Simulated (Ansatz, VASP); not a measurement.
## Two plane-wave programs on TiC

```xyz
2
Lattice="0.0000 2.1304 2.1304 2.1304 0.0000 2.1304 2.1304 2.1304 0.0000" Properties=species:S:1:pos:R:3 pbc="T T T"
Ti    0.0000    0.0000    0.0000
C     2.1304    2.1304    2.1304
```

Alike in both runs: functional LDA; k mesh 8 × 8 × 8; occupations gaussian, width 0.1 eV; no spin polarisation.

Ansatz relaxed the structure, and its values are those at the end. VASP's run is a single point on that final structure, the one shown.

```csv
,VASP,Ansatz
version,VASP 6.6.1,Ansatz 0.2.0
potentials or method,"VASP PAW LDA potentials, release 64 (Ti_sv, C), cutoff 600 eV","scalar-relativistic, plane waves, PAW"
valence electrons in the cell,16,16
```

Ansatz gave:

| Property | Result |
| --- | --- |
| gap on the k mesh at the Fermi level (eV) | none |
| pressure (GPa) | 0.0 |

**Question.** Estimate VASP's values.

**Answer.** gap on the k mesh at the Fermi level (eV): none; pressure (GPa): 0.6.

Ansatz warns that its potentials were made for another functional, while VASP's fit it. LDA's correlation is that of Perdew and Zunger in VASP and of Perdew and Wang (1992) in Ansatz. A gap of «none» marks a metal or a gap that the smearing closes.
